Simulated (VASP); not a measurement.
Here is a VASP 6.6.1 calculation.

The input POSCAR:

```
SnO2
1.0
    4.7880040000      0.0000000000      0.0000000000
    0.0000000000      4.8665820000      0.0000000000
    0.0000000000      0.0000000000      3.2408980000
Sn O
2 4
Direct
    0.5000000000      0.5000000000      0.5000000000
    0.0000000000      0.0000000000      0.0000000000
    0.3049876602      0.3087255275      0.0000000000
    0.8049876602      0.1912744725      0.5000000000
    0.1950123398      0.8087255275      0.5000000000
    0.6950123398      0.6912744725      0.0000000000
```

INCAR.step1

```
PREC = Accurate
ENCUT = 520
ISMEAR = -1
SIGMA = 0.01
LREAL = False
LASPH = True
NELM = 60
NBANDS = 35
GGA = PE
ALGO = Normal
EDIFF = 1E-4
LWAVE = True
LCHARG = False
```

Contents of INCAR.step2:

```
PREC = Accurate
ENCUT = 520
EDIFF = 1E-6
ISMEAR = -1
SIGMA = 0.01
LREAL = False
LASPH = True
NELM = 60
ALGO = Normal
ISIF = 2
LWAVE = False
LCHARG = True
METAGGA = R2SCAN
LMIXTAU = True
LELF = True
LVHAR = True
NBANDS = 35
ISTART = 1
```

The input KPOINTS:

```
Automatic mesh
0
Gamma
  7 7 10
```

Potentials or basis: VASP PAW PBE potentials, release 64 (Sn_d, O).

Launch:

```sh
$ cat potpaw_PBE.64/Sn_d/POTCAR potpaw_PBE.64/O/POTCAR > POTCAR
$ cp INCAR.step1 INCAR
$ mpirun -np 1 vasp_std > vasp.out
$ cp INCAR.step2 INCAR
$ mpirun -np 1 vasp_std > vasp.out
```

What does it give for the band gap on the k mesh?

1.34 eV.

What does it give for the pressure?

-6.8 GPa.

Stress tensor (GPa, compression positive):
```
-5.67  0.00  0.00
 0.00 -7.05  0.00
 0.00  0.00 -7.69
```

Caveat: the cell stands under tension; the PAW data sets were made with another functional, which shifts forces and pressure a little; spin-orbit coupling is left out, which moves the levels of the heavy elements.
